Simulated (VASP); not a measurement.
# TePt (P6_3/mmc) in VASP: single point with r2SCAN+U

Aim: the single point of TePt with r2SCAN+U.

Program: VASP 6.6.1. These are calculated values, not measurements. Logs are shortened: lines on timing, memory, paths and dates and some standing lists are left out, and cuts for length are marked.

## (1) The cell of the first run

It takes space group P6_3/mmc (No. 194, hexagonal). Conventional cell: a = 4.111 Å, b = 4.111 Å, c = 5.446 Å, α = 90.00°, β = 90.00°, γ = 120.00°. Within 3.6 Å of Te (site symmetry -6m2) lie 6 Pt at 2.74 Å. Pt (site symmetry -3m) has 2 Pt at 2.72 Å and 6 Te at 2.74 Å within 3.6 Å.

## (2) Single point, r2SCAN+U, collinear spin, zero start

The input, POSCAR:

```
TePt
1.0
    4.1109992400      0.0000000000      0.0000000000
   -2.0554996200      3.5602297800      0.0000000000
    0.0000000000      0.0000000000      5.4459992500
Te Pt
2 2
Direct
    0.3333333333      0.6666666667      0.2500000000
    0.6666666667      0.3333333333      0.7500000000
    0.0000000000      0.0000000000      0.0000000000
    0.0000000000      0.0000000000      0.5000000000
```

The input, INCAR.step1:

```
SYSTEM = TePt
  PREC = Accurate
  ENCUT = 520
  ISMEAR = 0
  SIGMA = 0.05
  LREAL = .False.
  LASPH = .True.
  NELM = 150
  ISPIN = 2
  MAGMOM = 0 0 0 0
  LMAXMIX = 4
  LDAU = .True.
  LDAUTYPE = 2
  LDAUL = -1 2
  LDAUU = 0 3
  LDAUJ = 0 0
  NBANDS = 28
  GGA = PE
  ALGO = Normal
  EDIFF = 1E-4
  LWAVE = .True.
  LCHARG = .False.
```

The input, INCAR.step2:

```
SYSTEM = TePt
  PREC = Accurate
  ENCUT = 520
  EDIFF = 1E-6
  ISMEAR = 0
  SIGMA = 0.05
  LREAL = .False.
  LASPH = .True.
  NELM = 150
  ALGO = Normal
  ISIF = 2
  LWAVE = .False.
  LCHARG = .False.
  ISPIN = 2
  MAGMOM = 0 0 0 0
  LORBIT = 11
  LMAXMIX = 4
  LDAU = .True.
  LDAUTYPE = 2
  LDAUL = -1 2
  LDAUU = 0 3
  LDAUJ = 0 0
  LDAUPRINT = 1
  METAGGA = R2SCAN
  LMIXTAU = .True.
  NBANDS = 28
  ISTART = 1
```

The input, KPOINTS:

```
regular mesh
0
Gamma
  5 5 4
  0 0 0
```

Potentials or basis: VASP PAW PBE potentials, release 64 (Te, Pt).

Command:

```bash
> cat potpaw_PBE.64/Te/POTCAR potpaw_PBE.64/Pt/POTCAR > POTCAR
> cp INCAR.step1 INCAR
> mpirun -np 1 vasp_std > vasp.out
> cp INCAR.step2 INCAR
> mpirun -np 1 vasp_std > vasp.out
```

OUTCAR:

```text
SYSTEM = TePt
   PREC = Accurate
   ENCUT = 520
   EDIFF = 1E-6
   ISMEAR = 0
   LREAL = .False.
   LASPH = .True.
   NELM = 150
   ISIF = 2
   ISPIN = 2
   LORBIT = 11
   METAGGA = R2SCAN
   ISTART = 1

 ion  position               nearest neighbor table
   1  0.333  0.667  0.250-   3 2.74   4 2.74   3 2.74   4 2.74   3 2.74   4 2.74   2 3.61   2 3.61
                             2 3.61   2 3.61   2 3.61   2 3.61
   2  0.667  0.333  0.750-   3 2.74   4 2.74   3 2.74   4 2.74   3 2.74   4 2.74   1 3.61   1 3.61
                             1 3.61   1 3.61   1 3.61   1 3.61
   3  0.000  0.000  0.000-   4 2.72   4 2.72   1 2.74   2 2.74   2 2.74   1 2.74   2 2.74   1 2.74

   4  0.000  0.000  0.500-   3 2.72   3 2.72   1 2.74   2 2.74   2 2.74   1 2.74   2 2.74   1 2.74

  LATTYP: Found a hexagonal cell.
 ALAT       =     4.1109992400
 C/A-ratio  =     1.3247385689

  Lattice vectors:

 A1 = (   4.1109992400,   0.0000000000,   0.0000000000)
 A2 = (  -2.0554996200,   3.5602297800,   0.0000000000)
 A3 = (   0.0000000000,   0.0000000000,   5.4459992500)

Analysis of symmetry for initial positions (statically):
=====================================================================
 Subroutine PRICEL returns:
 Original cell was already a primitive cell.

 Routine SETGRP: Setting up the symmetry group for a
 hexagonal supercell.

 Subroutine GETGRP returns: Found 24 space group operations
 (whereof 12 operations were pure point group operations)
 out of a pool of 24 trial point group operations.

The static configuration has the point symmetry D_3d.
 The point group associated with its full space group is D_6h.

Analysis of symmetry for dynamics (positions and initial velocities):
=====================================================================
 Subroutine PRICEL returns:
 Original cell was already a primitive cell.

 Routine SETGRP: Setting up the symmetry group for a
 hexagonal supercell.

 Subroutine GETGRP returns: Found 24 space group operations
 (whereof 12 operations were pure point group operations)
 out of a pool of 24 trial point group operations.

The dynamic configuration has the point symmetry D_3d.
 The point group associated with its full space group is D_6h.

Analysis of structural, dynamic, and magnetic symmetry:
=====================================================================
 Subroutine PRICEL returns:
 Original cell was already a primitive cell.

 Routine SETGRP: Setting up the symmetry group for a
 hexagonal supercell.

 Subroutine GETGRP returns: Found 24 space group operations
 (whereof 12 operations were pure point group operations)
 out of a pool of 24 trial point group operations.

The overall configuration has the point symmetry D_3d.
 The point group associated with its full space group is D_6h.

 Subroutine INISYM returns: Found 24 space group operations
 (whereof 12 operations are pure point group operations),
 and found     1 'primitive' translations

----------------------------------------------------------------------------------------

                                     Primitive cell

  volume of cell :      79.7082

  direct lattice vectors                    reciprocal lattice vectors
     4.110999240  0.000000000  0.000000000     0.243249863  0.140440373  0.000000000
    -2.055499620  3.560229780  0.000000000     0.000000000  0.280880747  0.000000000
     0.000000000  0.000000000  5.445999250     0.000000000  0.000000000  0.183621032

  length of vectors
     4.110999240  4.110999243  5.445999250     0.280880747  0.280880747  0.183621032

  position of ions in fractional coordinates (direct lattice)
     0.333333333  0.666666667  0.250000000
     0.666666667  0.333333333  0.750000000
     0.000000000  0.000000000  0.000000000
     0.000000000  0.000000000  0.500000000

  ion indices of the primitive-cell ions
   primitive index   ion index
                 1           1
                 2           2
                 3           3
                 4           4

[... 99 lines left out ...]
  volume of cell :       79.71
 maximum number of plane-waves:      2187
 NGX is ok and might be reduce to    32
   NGX = 15   NGY = 15   NGZ = 21

 number of electron      31.9999996 magnetization       0.0000004

atom =   3  type =  2  l = 2

 onsite density matrix

spin component  1

  0.8519  0.0000  0.0000  0.0406 -0.0000
  0.0000  0.8648  0.0000 -0.0000  0.0406
  0.0000  0.0000  0.8616  0.0000  0.0000
  0.0406 -0.0000  0.0000  0.8648  0.0000
 -0.0000  0.0406  0.0000  0.0000  0.8519

spin component  2

  0.8519  0.0000  0.0000  0.0406 -0.0000
  0.0000  0.8648  0.0000 -0.0000  0.0406
  0.0000  0.0000  0.8616  0.0000  0.0000
  0.0406 -0.0000  0.0000  0.8648  0.0000
 -0.0000  0.0406  0.0000  0.0000  0.8519

 occupancies and eigenvectors

  o =  0.8172  v =  0.0000  0.0000  0.0000  0.0000  0.0000 -0.7605  0.0000  0.0000  0.6494 -0.0000      0.0000  0.0000  0.0000  0.0000  0.0000  0.0000  0.0000  0.0000  0.0000  0.0000
  o =  0.8172  v =  0.0000  0.0000  0.0000  0.0000  0.0000  0.0000  0.6494  0.0000 -0.0000 -0.7605      0.0000  0.0000  0.0000  0.0000  0.0000  0.0000  0.0000  0.0000  0.0000  0.0000
  o =  0.8172  v = -0.7605  0.0000  0.0000  0.6494 -0.0000  0.0000  0.0000  0.0000  0.0000  0.0000      0.0000  0.0000  0.0000  0.0000  0.0000  0.0000  0.0000  0.0000  0.0000  0.0000
  o =  0.8172  v =  0.0000  0.6494  0.0000 -0.0000 -0.7605  0.0000  0.0000  0.0000  0.0000  0.0000      0.0000  0.0000  0.0000  0.0000  0.0000  0.0000  0.0000  0.0000  0.0000  0.0000
  o =  0.8616  v =  0.0000  0.0000  0.0000  0.0000  0.0000  0.0000  0.0000 -1.0000  0.0000 -0.0000      0.0000  0.0000  0.0000  0.0000  0.0000  0.0000  0.0000  0.0000  0.0000  0.0000
  o =  0.8616  v =  0.0000  0.0000 -1.0000  0.0000 -0.0000  0.0000  0.0000  0.0000  0.0000  0.0000      0.0000  0.0000  0.0000  0.0000  0.0000  0.0000  0.0000  0.0000  0.0000  0.0000
  o =  0.8995  v =  0.0000  0.0000  0.0000  0.0000  0.0000 -0.6494 -0.0000 -0.0000 -0.7605  0.0000      0.0000  0.0000  0.0000  0.0000  0.0000  0.0000  0.0000  0.0000  0.0000  0.0000
  o =  0.8995  v =  0.0000  0.0000  0.0000  0.0000  0.0000  0.0000 -0.7605 -0.0000  0.0000 -0.6494      0.0000  0.0000  0.0000  0.0000  0.0000  0.0000  0.0000  0.0000  0.0000  0.0000
  o =  0.8995  v = -0.6494 -0.0000 -0.0000 -0.7605  0.0000  0.0000  0.0000  0.0000  0.0000  0.0000      0.0000  0.0000  0.0000  0.0000  0.0000  0.0000  0.0000  0.0000  0.0000  0.0000
  o =  0.8995  v =  0.0000 -0.7605 -0.0000  0.0000 -0.6494  0.0000  0.0000  0.0000  0.0000  0.0000      0.0000  0.0000  0.0000  0.0000  0.0000  0.0000  0.0000  0.0000  0.0000  0.0000

atom =   4  type =  2  l = 2

 onsite density matrix

spin component  1

  0.8519 -0.0000  0.0000 -0.0406 -0.0000
 -0.0000  0.8648 -0.0000 -0.0000 -0.0406
  0.0000 -0.0000  0.8616 -0.0000  0.0000
 -0.0406 -0.0000 -0.0000  0.8648 -0.0000
 -0.0000 -0.0406  0.0000 -0.0000  0.8519

spin component  2

  0.8519 -0.0000  0.0000 -0.0406 -0.0000
 -0.0000  0.8648 -0.0000 -0.0000 -0.0406
  0.0000 -0.0000  0.8616 -0.0000  0.0000
 -0.0406 -0.0000 -0.0000  0.8648 -0.0000
 -0.0000 -0.0406  0.0000 -0.0000  0.8519

 occupancies and eigenvectors

  o =  0.8172  v =  0.0000  0.0000  0.0000  0.0000  0.0000 -0.7605 -0.0000  0.0000 -0.6494 -0.0000      0.0000  0.0000  0.0000  0.0000  0.0000  0.0000  0.0000  0.0000  0.0000  0.0000
  o =  0.8172  v =  0.0000  0.0000  0.0000  0.0000  0.0000  0.0000 -0.6494  0.0000  0.0000 -0.7605      0.0000  0.0000  0.0000  0.0000  0.0000  0.0000  0.0000  0.0000  0.0000  0.0000
  o =  0.8172  v = -0.7605 -0.0000  0.0000 -0.6494 -0.0000  0.0000  0.0000  0.0000  0.0000  0.0000      0.0000  0.0000  0.0000  0.0000  0.0000  0.0000  0.0000  0.0000  0.0000  0.0000
  o =  0.8172  v =  0.0000 -0.6494  0.0000  0.0000 -0.7605  0.0000  0.0000  0.0000  0.0000  0.0000      0.0000  0.0000  0.0000  0.0000  0.0000  0.0000  0.0000  0.0000  0.0000  0.0000
  o =  0.8616  v =  0.0000  0.0000  0.0000  0.0000  0.0000  0.0000  0.0000  1.0000  0.0000  0.0000      0.0000  0.0000  0.0000  0.0000  0.0000  0.0000  0.0000  0.0000  0.0000  0.0000
  o =  0.8616  v =  0.0000  0.0000  1.0000  0.0000  0.0000  0.0000  0.0000  0.0000  0.0000  0.0000      0.0000  0.0000  0.0000  0.0000  0.0000  0.0000  0.0000  0.0000  0.0000  0.0000
  o =  0.8995  v =  0.0000  0.0000  0.0000  0.0000  0.0000  0.6494 -0.0000  0.0000 -0.7605 -0.0000      0.0000  0.0000  0.0000  0.0000  0.0000  0.0000  0.0000  0.0000  0.0000  0.0000
  o =  0.8995  v =  0.0000  0.0000  0.0000  0.0000  0.0000  0.0000 -0.7605  0.0000  0.0000  0.6494      0.0000  0.0000  0.0000  0.0000  0.0000  0.0000  0.0000  0.0000  0.0000  0.0000
  o =  0.8995  v =  0.6494 -0.0000  0.0000 -0.7605 -0.0000  0.0000  0.0000  0.0000  0.0000  0.0000      0.0000  0.0000  0.0000  0.0000  0.0000  0.0000  0.0000  0.0000  0.0000  0.0000
  o =  0.8995  v =  0.0000 -0.7605  0.0000  0.0000  0.6494  0.0000  0.0000  0.0000  0.0000  0.0000      0.0000  0.0000  0.0000  0.0000  0.0000  0.0000  0.0000  0.0000  0.0000  0.0000

 number of electron      31.9999996 magnetization      -0.0000001

 Free energy of the ion-electron system (eV)
  ---------------------------------------------------
  ext. energy  EPLUGINS =         0.00000000
  ---------------------------------------------------
  free energy    TOTEN  =      -150.42380792 eV

  energy without entropy =     -150.42225798  energy(sigma->0) =     -150.42303295

 E-fermi :  10.5988     XC(G=0): -12.3236

 val. band max:       10.5835212572   @ k =   0.4000   0.2000   0.0000
 cond. band min:      10.8375400241   @ k =   0.0000   0.0000   0.0000
 fundamental gap:      0.2540187669
 Fermi energy:        10.5988007318

 spin component 1

 k-point     1 :       0.0000    0.0000    0.0000
  band No.  band energies     occupation
      1      -4.6168      1.00000
      2      -1.3311      1.00000
      3       2.3429      1.00000
      4       3.2679      1.00000
      5       3.2679      1.00000
      6       3.8734      1.00000
[... 454 lines left out ...]
     27      21.7454      0.00000
     28      21.7454      0.00000
 Fermi energy:        10.5988007318

 spin component 2

 k-point     1 :       0.0000    0.0000    0.0000
  band No.  band energies     occupation
      1      -4.6168      1.00000
      2      -1.3311      1.00000
      3       2.3429      1.00000
      4       3.2679      1.00000
      5       3.2679      1.00000
      6       3.8734      1.00000
[... 454 lines left out ...]
     27      21.7454      0.00000
     28      21.7454      0.00000

------------------------ aborting loop because EDIFF is reached ----------------------------------------

  FORCE on cell =-STRESS in cart. coord.  units (eV):
  Direction    XX          YY          ZZ          XY          YZ          ZX
  --------------------------------------------------------------------------------------
  -------------------------------------------------------------------------------------
  Total        5.1982053      5.1982053      6.3190509     -0.0000000      0.0000000      0.0000000
  in kB      104.4866980    104.4866981    127.0162922     -0.0000000      0.0000000      0.0000000
  external PRESSURE =     111.9965628 kB  Pullay stress =       0.0000000 kB

 VOLUME and BASIS-vectors are now :
 -----------------------------------------------------------------------------
  energy-cutoff  :      520.00
  volume of cell :       79.71
      direct lattice vectors                 reciprocal lattice vectors
     4.110999240  0.000000000  0.000000000     0.243249863  0.140440373  0.000000000
    -2.055499620  3.560229780  0.000000000     0.000000000  0.280880747  0.000000000
     0.000000000  0.000000000  5.445999250     0.000000000  0.000000000  0.183621032

 POSITION                                       TOTAL-FORCE (eV/Angst)
 -----------------------------------------------------------------------------------
     -0.00000      2.37349      1.36150         0.000000     -0.000000      0.000000
      2.05550      1.18674      4.08450        -0.000000      0.000000      0.000000
      0.00000      0.00000      0.00000         0.000000      0.000000      0.000000
      0.00000      0.00000      2.72300         0.000000      0.000000      0.000000
 -----------------------------------------------------------------------------------
    total drift:                                0.000000     -0.000000      0.000000

  FREE ENERGIE OF THE ION-ELECTRON SYSTEM (eV)
  ---------------------------------------------------
  free  energy   TOTEN  =      -150.4238079165 eV

  energy  without entropy=     -150.4222579793  energy(sigma->0) =     -150.42303295

 total charge

# of ion       s       p       d       tot
------------------------------------------
    1        1.407   1.846   0.115   3.367
    2        1.407   1.846   0.115   3.367
    3        0.623   0.555   8.529   9.708
    4        0.623   0.555   8.529   9.708
--------------------------------------------------
tot          4.061   4.802  17.288  26.150

 magnetization (x)

# of ion       s       p       d       tot
------------------------------------------
    1       -0.000  -0.000   0.000  -0.000
    2       -0.000  -0.000   0.000  -0.000
    3        0.000   0.000   0.000   0.000
    4        0.000   0.000   0.000   0.000
--------------------------------------------------
tot          0.000   0.000   0.000   0.000
```

Run time: 2.8 min. Hardware: 1 thread of AMD EPYC 7R13, shared host; peak memory 0.27 GiB.

Results:

```
Free energy                                           : -150.4238 eV
Pressure                                              : 11.2 GPa
Band gap on the k mesh                                : zero (filled and empty bands overlap)
Net moment                                            : 0.00 μB per cell
Valence electrons inside the program's atomic spheres : Te 3.37; Pt 9.71
```

Eigenvalues of the final occupation matrices:
| site | spin | trace | eigenvalues |
| --- | --- | --- | --- |
| site 3 d | 1 | 4.29 | 0.82 0.82 0.86 0.90 0.90 |
| site 3 d | 2 | 4.29 | 0.82 0.82 0.86 0.90 0.90 |
| site 4 d | 1 | 4.29 | 0.82 0.82 0.86 0.90 0.90 |
| site 4 d | 2 | 4.29 | 0.82 0.82 0.86 0.90 0.90 |

Caveat: the PAW data sets were made with another functional, which shifts forces and pressure a little; spin-orbit coupling is left out, which moves the levels of the heavy elements; the U is typed as a test and isn't derived for this compound.
